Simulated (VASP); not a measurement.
# InSb3 (Pm-3m) in VASP: further runs

InSb3 is run at these levels: PBEsol; tasks: single point.

All numbers are computed with VASP 6.6.1; they aren't measurements. Logs are shortened: lines on timing, memory, paths and dates and some standing lists are left out, and cuts for length are marked.

**1. The cell of the first run**

It takes space group Pm-3m (No. 221, cubic). Conventional cell: a = 4.708 Å, b = 4.708 Å, c = 4.708 Å, α = 90.00°, β = 90.00°, γ = 90.00°. Within 4.4 Å of Sb (site symmetry 4/mmm) lie 8 Sb at 3.33 Å and 4 In at 3.33 Å. Within 4.4 Å of In (site symmetry m-3m) lie 12 Sb at 3.33 Å.

**2. Single point, PBEsol**

Contents of INCAR:

```
SYSTEM = InSb3
  ALGO = Normal
  EDIFF = 1E-7
  ENCUT = 520
  GGA = PS
  ISIF = 2
  ISMEAR = -1
  LASPH = .True.
  LCHARG = .True.
  LELF = .True.
  LREAL = .False.
  LVHAR = .True.
  LWAVE = .False.
  NBANDS = 22
  NELM = 80
  PREC = Accurate
  SIGMA = 0.05
```

Contents of KPOINTS:

```
k-points
0
Gamma
  6 6 6
  0 0 0
```

Contents of POSCAR:

```
InSb3
1.0
    4.7082503466      0.0000000000      0.0000000000
    0.0000000000      4.7082503466      0.0000000000
    0.0000000000      0.0000000000      4.7082503466
Sb In
3 1
Direct
    0.5000000000      0.5000000000      0.0000000000
    0.0000000000      0.5000000000      0.5000000000
    0.5000000000      0.0000000000      0.5000000000
    0.0000000000      0.0000000000      0.0000000000
```

Potentials or basis: VASP PAW PBE potentials, release 64 (Sb, In_d).

Launch:

```bash
$ cat potpaw_PBE.64/Sb/POTCAR potpaw_PBE.64/In_d/POTCAR > POTCAR
$ mpirun -np 1 vasp_std > vasp.out
```

OUTCAR:

```text
SYSTEM = InSb3
   EDIFF = 1E-7
   ENCUT = 520
   GGA = PS
   ISIF = 2
   ISMEAR = -1
   LASPH = .True.
   LREAL = .False.
   NELM = 80
   PREC = Accurate

 ion  position               nearest neighbor table
   1  0.500  0.500  0.000-   2 3.33   3 3.33   4 3.33   2 3.33   3 3.33   3 3.33   4 3.33   3 3.33
                             2 3.33   4 3.33   2 3.33   4 3.33
   2  0.000  0.500  0.500-   1 3.33   3 3.33   4 3.33   1 3.33   4 3.33   3 3.33   4 3.33   4 3.33
                             1 3.33   3 3.33   1 3.33   3 3.33
   3  0.500  0.000  0.500-   1 3.33   2 3.33   4 3.33   1 3.33   4 3.33   1 3.33   2 3.33   1 3.33
                             2 3.33   4 3.33   4 3.33   2 3.33
   4  0.000  0.000  0.000-   1 3.33   2 3.33   3 3.33   2 3.33   3 3.33   1 3.33   2 3.33   2 3.33
                             1 3.33   3 3.33   3 3.33   1 3.33

  LATTYP: Found a simple cubic cell.
 ALAT       =     4.7082503466

  Lattice vectors:

 A1 = (   4.7082503466,   0.0000000000,   0.0000000000)
 A2 = (   0.0000000000,   4.7082503466,   0.0000000000)
 A3 = (   0.0000000000,   0.0000000000,   4.7082503466)

Analysis of symmetry for initial positions (statically):
=====================================================================
 Subroutine PRICEL returns:
 Original cell was already a primitive cell.

 Routine SETGRP: Setting up the symmetry group for a
 simple cubic supercell.

 Subroutine GETGRP returns: Found 48 space group operations
 (whereof 48 operations were pure point group operations)
 out of a pool of 48 trial point group operations.

The static configuration has the point symmetry O_h .

Analysis of symmetry for dynamics (positions and initial velocities):
=====================================================================
 Subroutine PRICEL returns:
 Original cell was already a primitive cell.

 Routine SETGRP: Setting up the symmetry group for a
 simple cubic supercell.

 Subroutine GETGRP returns: Found 48 space group operations
 (whereof 48 operations were pure point group operations)
 out of a pool of 48 trial point group operations.

The dynamic configuration has the point symmetry O_h .

 Subroutine INISYM returns: Found 48 space group operations
 (whereof 48 operations are pure point group operations),
 and found     1 'primitive' translations

----------------------------------------------------------------------------------------

                                     Primitive cell

  volume of cell :     104.3707

  direct lattice vectors                    reciprocal lattice vectors
     4.708250347  0.000000000  0.000000000     0.212393124  0.000000000  0.000000000
     0.000000000  4.708250347  0.000000000     0.000000000  0.212393124  0.000000000
     0.000000000  0.000000000  4.708250347     0.000000000  0.000000000  0.212393124

  length of vectors
     4.708250347  4.708250347  4.708250347     0.212393124  0.212393124  0.212393124

  position of ions in fractional coordinates (direct lattice)
     0.500000000  0.500000000  0.000000000
     0.000000000  0.500000000  0.500000000
     0.500000000  0.000000000  0.500000000
     0.000000000  0.000000000  0.000000000

  ion indices of the primitive-cell ions
   primitive index   ion index
                 1           1
                 2           2
                 3           3
                 4           4

----------------------------------------------------------------------------------------

 KPOINTS: k-points

Automatic generation of k-mesh.
 Grid dimensions read from file:
 generate k-points for:    6    6    6

 Generating k-lattice:

  Cartesian coordinates                     Fractional coordinates (reciprocal lattice)
     0.035398854  0.000000000  0.000000000     0.166666667  0.000000000  0.000000000
     0.000000000  0.035398854  0.000000000     0.000000000  0.166666667  0.000000000
     0.000000000  0.000000000  0.035398854     0.000000000  0.000000000  0.166666667

  Length of vectors
     0.035398854  0.035398854  0.035398854

  Shift w.r.t. Gamma in fractional coordinates (k-lattice)
     0.000000000  0.000000000  0.000000000

 Subroutine IBZKPT returns following result:
 ===========================================

 Found     20 irreducible k-points:

 Following reciprocal coordinates:
            Coordinates               Weight
  0.000000  0.000000  0.000000      1.000000
  0.166667  0.000000  0.000000      6.000000
  0.333333  0.000000  0.000000      6.000000
  0.500000  0.000000  0.000000      3.000000
  0.166667  0.166667  0.000000     12.000000
  0.333333  0.166667  0.000000     24.000000
[... 12 lines left out ...]
  0.500000  0.500000  0.333333      6.000000
  0.500000  0.500000  0.500000      1.000000
   k-points           NKPTS =     20   k-points in BZ     NKDIM =     20   number of bands    NBANDS=     22
   number of dos      NEDOS =    301   number of ions     NIONS =      4
   total plane-waves  NPLWV =  46656
   dimension x,y,z NGX =    36 NGY =   36 NGZ =   36
   dimension x,y,z NGXF=    72 NGYF=   72 NGZF=   72
   ions per type =               3   1
   NGX,Y,Z   is equivalent  to a cutoff of  12.71, 12.71, 12.71 a.u.
   NGXF,Y,Z  is equivalent  to a cutoff of  25.42, 25.42, 25.42 a.u.
 SYSTEM =  InSb3
   PREC   = accura    normal or accurate (medium, high low for compatibility)
   ISTART =      0    job   : 0-new  1-cont  2-samecut
   ICHARG =      2    charge: 1-file 2-atom 10-const
   ISPIN  =      1    spin polarized calculation?
   LNONCOLLINEAR =      F non collinear calculations
   LSORBIT =      F    spin-orbit coupling
   LASPH  =      T    aspherical Exc in radial PAW
   ENCUT  =  520.0 eV  38.22 Ry    6.18 a.u.   8.75  8.75  8.75*2*pi/ulx,y,z
   NELM   =     80;   NELMIN=  2; NELMDL= -5     # of ELM steps
   EDIFF  = 0.1E-06   stopping-criterion for ELM
   LREAL  =      F    real-space projection
   EDIFFG = 0.1E-05   stopping-criterion for IOM
   NSW    =      0    number of steps for IOM
   IBRION =     -1    ionic relax: 0-MD 1-quasi-New 2-CG
   NFREE  =      0    steps in history (QN), initial steepest desc. (CG)
   ISIF   =      2    stress and relaxation
   ISYM   =      2    0-nonsym 1-usesym 2-fastsym
   POTIM  = 0.5000    time-step for ionic-motion
   TEBEG  =    0.0;   TEEND  =   0.0 temperature during run
   PSTRESS=    0.0 pullay stress
   NELECT =      28.0000    total number of electrons
   NUPDOWN=      -1.0000    fix difference up-down
   EMIN   =  10.00;   EMAX   =-10.00  energy-range for DOS
   EFERMI =   0.00;   METHOD = LEGACY
   ISMEAR =    -1;   SIGMA  =   0.05  broadening in eV -4-tet -1-fermi 0-gaus
   EFERMI_NEDOS =   21; number of points for ismear=-14 and -15
   IALGO  =     38    algorithm
   IMIX   =      4    mixing-type and parameters
     AMIX     =   0.40;   BMIX     =  1.00
     AMIX_MAG =   1.60;   BMIX_MAG =  1.00
  volume/ion in A,a.u.               =      26.09       176.08
  Fermi-wavevector in a.u.,A,eV,Ry     =   1.055848  1.995263 15.167971  1.114814
  Thomas-Fermi vector in A             =   2.191061
   LORBIT       =      0    0 simple, 1 ext, 2 COOP (PROOUT), +10 PAW based schemes
   GGA     = PS    functional components
   LHFCALC =     F    Hartree Fock is set to
   AEXX    =    0.0000 exact exchange contribution
   IVDW    =     0    specifies the selected vdW correction
   LEPSILON=     F    determine dielectric tensor
   LRPA    =     F    only Hartree local field effects (RPA)
 non-spin polarized calculation
  energy-cutoff  :      520.00
  volume of cell :      104.37
 maximum number of plane-waves:      2832
 NGX is ok and might be reduce to    36
   NGX = 17   NGY = 17   NGZ = 17

 number of electron      28.0000007 magnetization

 Free energy of the ion-electron system (eV)
  ---------------------------------------------------
  ext. energy  EPLUGINS =         0.00000000
  ---------------------------------------------------
  free energy    TOTEN  =       -16.06431537 eV

  energy without entropy =      -16.04262927  energy(sigma->0) =      -16.05347232

 E-fermi :   8.4410     XC(G=0): -10.4532

 val. band max:        8.4405699233   @ k =   0.1667   0.0000   0.0000
 cond. band min:       8.4569481240   @ k =   0.1667   0.1667   0.1667
 fundamental gap:      0.0163782007
 Fermi energy:         8.4410018272

 k-point     1 :       0.0000    0.0000    0.0000
  band No.  band energies     occupation
      1      -6.0273      2.00000
      2      -6.0273      2.00000
      3      -6.0045      2.00000
      4      -6.0045      2.00000
      5      -6.0045      2.00000
      6      -4.1737      2.00000
[... 14 lines left out ...]
     21      13.5484      0.00000
     22      13.6672      0.00000

 k-point     2 :       0.1667    0.0000    0.0000
  band No.  band energies     occupation
      1      -6.0253      2.00000
      2      -6.0221      2.00000
      3      -6.0084      2.00000
      4      -6.0084      2.00000
      5      -6.0044      2.00000
      6      -3.9936      2.00000
[... 14 lines left out ...]
     21      14.2893      0.00000
     22      14.4705      0.00000

 k-point     3 :       0.3333    0.0000    0.0000
  band No.  band energies     occupation
      1      -6.0215      2.00000
      2      -6.0163      2.00000
      3      -6.0163      2.00000
      4      -6.0121      2.00000
      5      -6.0042      2.00000
      6      -3.4706      2.00000
[... 14 lines left out ...]
     21      13.3598      0.00000
     22      14.1831      0.00000
[... 376 lines left out ...]
 k-point    19 :       0.5000    0.5000    0.3333
  band No.  band energies     occupation
      1      -6.0519      2.00000
      2      -6.0423      2.00000
      3      -6.0423      2.00000
      4      -5.9898      2.00000
      5      -5.9841      2.00000
      6      -0.8570      2.00000
[... 14 lines left out ...]
     21      14.6204      0.00000
     22      16.7795      0.00000

 k-point    20 :       0.5000    0.5000    0.5000
  band No.  band energies     occupation
      1      -6.0501      2.00000
      2      -6.0501      2.00000
      3      -6.0501      2.00000
      4      -5.9834      2.00000
      5      -5.9834      2.00000
      6      -0.6382      2.00000
[... 14 lines left out ...]
     21      15.1607      0.00000
     22      17.1707      0.00000

------------------------ aborting loop because EDIFF is reached ----------------------------------------

  FORCE on cell =-STRESS in cart. coord.  units (eV):
  Direction    XX          YY          ZZ          XY          YZ          ZX
  --------------------------------------------------------------------------------------
  -------------------------------------------------------------------------------------
  Total        0.4545217      0.4545217      0.4545217     -0.0000000     -0.0000000      0.0000000
  in kB        6.9772864      6.9772864      6.9772864     -0.0000000     -0.0000000      0.0000000
  external PRESSURE =       6.9772864 kB  Pullay stress =       0.0000000 kB

 VOLUME and BASIS-vectors are now :
 -----------------------------------------------------------------------------
  energy-cutoff  :      520.00
  volume of cell :      104.37
      direct lattice vectors                 reciprocal lattice vectors
     4.708250347  0.000000000  0.000000000     0.212393124  0.000000000  0.000000000
     0.000000000  4.708250347  0.000000000     0.000000000  0.212393124  0.000000000
     0.000000000  0.000000000  4.708250347     0.000000000  0.000000000  0.212393124

 POSITION                                       TOTAL-FORCE (eV/Angst)
 -----------------------------------------------------------------------------------
      2.35413      2.35413      0.00000         0.000000      0.000000      0.000000
      0.00000      2.35413      2.35413         0.000000      0.000000      0.000000
      2.35413      0.00000      2.35413         0.000000      0.000000      0.000000
      0.00000      0.00000      0.00000         0.000000      0.000000      0.000000
 -----------------------------------------------------------------------------------
    total drift:                                0.000000     -0.000000     -0.000000

  FREE ENERGIE OF THE ION-ELECTRON SYSTEM (eV)
  ---------------------------------------------------
  free  energy   TOTEN  =       -16.0643153738 eV

  energy  without entropy=      -16.0426292661  energy(sigma->0) =      -16.05347232
```

Wall time 15 s (1 thread of Intel Xeon 6975P-C (Granite Rapids), shared host); peak memory 0.21 GiB.

Results:

```
Free energy            : -16.0643 eV
Pressure               : 0.7 GPa
Band gap on the k mesh : zero (band 14 reaches 12.27 eV, above the bottom of band 15 at 7.27 eV)
```

Caveat: the PAW data sets were made with another functional, which shifts forces and pressure a little; spin-orbit coupling is left out, which moves the levels of the heavy elements.

**3. Single point, PBEsol**

This run uses another cell than the first one, of 26.65 Å³/atom, 1.021 times its volume.

Contents of INCAR:

```
ALGO = Normal ; EDIFF = 1E-6
ENCUT = 520 ; GGA = PS
ISIF = 2 ; ISMEAR = -1
LASPH = True ; LCHARG = False
LREAL = False ; LWAVE = False
NBANDS = 22 ; NELM = 80
PREC = Accurate ; SIGMA = 0.05
```

Contents of KPOINTS:

```
k-points
0
Gamma
  6 6 6
```

Contents of POSCAR:

```
InSb3
1.0
    4.7414081316      0.0000000000      0.0000000000
    0.0000000000      4.7414081316      0.0000000000
    0.0000000000      0.0000000000      4.7414081316
Sb In
3 1
Direct
    0.5000000000      0.5000000000      0.0000000000
    0.0000000000      0.5000000000      0.5000000000
    0.5000000000      0.0000000000      0.5000000000
    0.0000000000      0.0000000000      0.0000000000
```

Potentials or basis: VASP PAW PBE potentials, release 64 (Sb, In_d).

Launch:

```bash
$ cat potpaw_PBE.64/Sb/POTCAR potpaw_PBE.64/In_d/POTCAR > POTCAR
$ mpirun -np 1 vasp_std > vasp.out
```

Wall time 14 s (1 thread of Intel Xeon 6975P-C (Granite Rapids), shared host); peak memory 0.22 GiB.

Results (log left out):

```yaml
Free_energy: -16.0653 eV
Pressure: -0.6 GPa
Band_gap_on_the_k_mesh: zero (band 14 reaches 11.89 eV, above the bottom of band 15 at 7.03 eV)
```

Levels at points of the mesh, in eV from the Fermi level:
```tsv
k point	band 10	band 11	band 12	band 13	band 14	band 15	band 16	band 17	band 18	band 19
(0.00, 0.00, 0.00)	-4.48	-4.48	-3.60	0.47	0.47	0.47	1.78	1.78	1.78	4.76
(0.50, 0.00, 0.00)	-3.02	-3.02	-2.22	-2.22	-1.18	-0.91	2.21	2.28	2.28	2.57
(0.50, 0.50, 0.00)	-2.49	-1.66	-1.66	-1.41	-1.15	-1.15	-0.40	0.97	3.45	3.67
(0.50, 0.50, 0.50)	-5.21	-5.21	-5.21	-4.91	3.71	3.71	3.78	3.78	3.78	6.59
```

Caveat: the PAW data sets were made with another functional, which shifts forces and pressure a little; spin-orbit coupling is left out, which moves the levels of the heavy elements.

**4. Single point, PBEsol**

This run uses another cell than the first one, of 27.20 Å³/atom, 1.043 times its volume.

Contents of INCAR:

```
SYSTEM = InSb3
PREC = Accurate ; ENCUT = 520
EDIFF = 1E-7 ; ISMEAR = -1
SIGMA = 0.05 ; LREAL = .False.
LASPH = .True. ; NELM = 100
ALGO = Normal ; ISIF = 2
LWAVE = .False. ; LCHARG = .False.
GGA = PS ; NBANDS = 22
```

Contents of KPOINTS:

```
regular mesh
0
Gamma
  6 6 6
  0 0 0
```

Contents of POSCAR:

```
InSb3
1.0
    4.7741085314      0.0000000000      0.0000000000
    0.0000000000      4.7741085314      0.0000000000
    0.0000000000      0.0000000000      4.7741085314
Sb In
3 1
Direct
    0.5000000000      0.5000000000      0.0000000000
    0.0000000000      0.5000000000      0.5000000000
    0.5000000000      0.0000000000      0.5000000000
    0.0000000000      0.0000000000      0.0000000000
```

Launch:

```bash
$ cat potpaw_PBE.64/Sb/POTCAR potpaw_PBE.64/In_d/POTCAR > POTCAR
$ mpirun -np 1 vasp_std > vasp.out
```

It took 15 s on 1 thread of Intel Xeon 6975P-C (Granite Rapids), shared host; peak memory 0.22 GiB.

Results (log left out):

```yaml
Free_energy: -16.0496 eV
Pressure: -1.7 GPa
Band_gap_on_the_k_mesh: zero (band 14 reaches 11.54 eV, above the bottom of band 15 at 6.80 eV)
```

Levels at points of the mesh, in eV from the Fermi level:
| k point | band 12 | band 13 | band 14 | band 15 | band 16 | band 17 |
| --- | --- | --- | --- | --- | --- | --- |
| (0.00, 0.00, 0.00) | -3.61 | 0.45 | 0.45 | 0.45 | 1.75 | 1.75 |
| (0.50, 0.00, 0.00) | -2.17 | -2.17 | -1.15 | -0.89 | 2.09 | 2.22 |
| (0.50, 0.50, 0.00) | -1.66 | -1.38 | -1.13 | -1.13 | -0.44 | 1.00 |
| (0.50, 0.50, 0.50) | -5.10 | -4.87 | 3.60 | 3.60 | 3.67 | 3.67 |

Caveat: the PAW data sets were made with another functional, which shifts forces and pressure a little; spin-orbit coupling is left out, which moves the levels of the heavy elements.

**5. Single point, PBEsol**

This run uses another cell than the first one, of 27.76 Å³/atom, 1.064 times its volume.

Contents of INCAR:

```
PREC = Accurate ; ENCUT = 520
EDIFF = 1E-6 ; ISMEAR = -1
SIGMA = 0.05 ; LREAL = False
LASPH = True ; NELM = 80
ALGO = Normal ; ISIF = 2
LWAVE = False ; LCHARG = False
GGA = PS ; NBANDS = 22
```

Contents of KPOINTS:

```
Automatic mesh
0
Gamma
  6 6 6
```

Contents of POSCAR:

```
InSb3
1.0
    4.8063670000      0.0000000000      0.0000000000
    0.0000000000      4.8063670000      0.0000000000
    0.0000000000      0.0000000000      4.8063670000
Sb In
3 1
Direct
    0.5000000000      0.5000000000      0.0000000000
    0.0000000000      0.5000000000      0.5000000000
    0.5000000000      0.0000000000      0.5000000000
    0.0000000000      0.0000000000      0.0000000000
```

Launch:

```bash
$ cat potpaw_PBE.64/Sb/POTCAR potpaw_PBE.64/In_d/POTCAR > POTCAR
$ mpirun -np 1 vasp_std > vasp.out
```

It took 13 s on 1 thread of Intel Xeon 6975P-C (Granite Rapids), shared host; peak memory 0.22 GiB.

It converged, with:

```
Free energy            : -16.0192 eV
Pressure               : -2.7 GPa
Band gap on the k mesh : zero (band 14 reaches 11.19 eV, above the bottom of band 15 at 6.58 eV)
```

Levels at points of the mesh, in eV from the Fermi level:
| k point | band 11 | band 12 | band 13 | band 14 | band 15 | band 16 | band 17 | band 18 |
| --- | --- | --- | --- | --- | --- | --- | --- | --- |
| (0.00, 0.00, 0.00) | -4.29 | -3.62 | 0.43 | 0.43 | 0.43 | 1.72 | 1.72 | 1.72 |
| (0.50, 0.00, 0.00) | -2.90 | -2.12 | -2.12 | -1.13 | -0.86 | 1.98 | 2.16 | 2.16 |
| (0.50, 0.50, 0.00) | -1.66 | -1.66 | -1.35 | -1.12 | -1.12 | -0.48 | 1.02 | 3.26 |
| (0.50, 0.50, 0.50) | -4.99 | -4.99 | -4.83 | 3.50 | 3.50 | 3.56 | 3.56 | 3.56 |

Caveat: the PAW data sets were made with another functional, which shifts forces and pressure a little; spin-orbit coupling is left out, which moves the levels of the heavy elements.

**6. Overview**

```csv
cell,gap on the mesh (eV),pressure (GPa)
"a = 4.708 Å, 4 atoms",none,0.7
"a = 4.741 Å, 4 atoms",none,-0.6
"a = 4.774 Å, 4 atoms",none,-1.7
"a = 4.806 Å, 4 atoms",none,-2.7
```

Alike in all rows: task single point; level PBEsol; potentials or basis VASP PAW PBE potentials, release 64 (Sb, In_d); no spin polarisation; k mesh 6 × 6 × 6; cutoff (eV) 520; smearing fermi-dirac 0.05 eV.

Caveats: the PAW data sets were made with another functional, which shifts forces and pressure a little; spin-orbit coupling is left out, which moves the levels of the heavy elements.

Absolute energies hang on the potentials; compare differences alone.
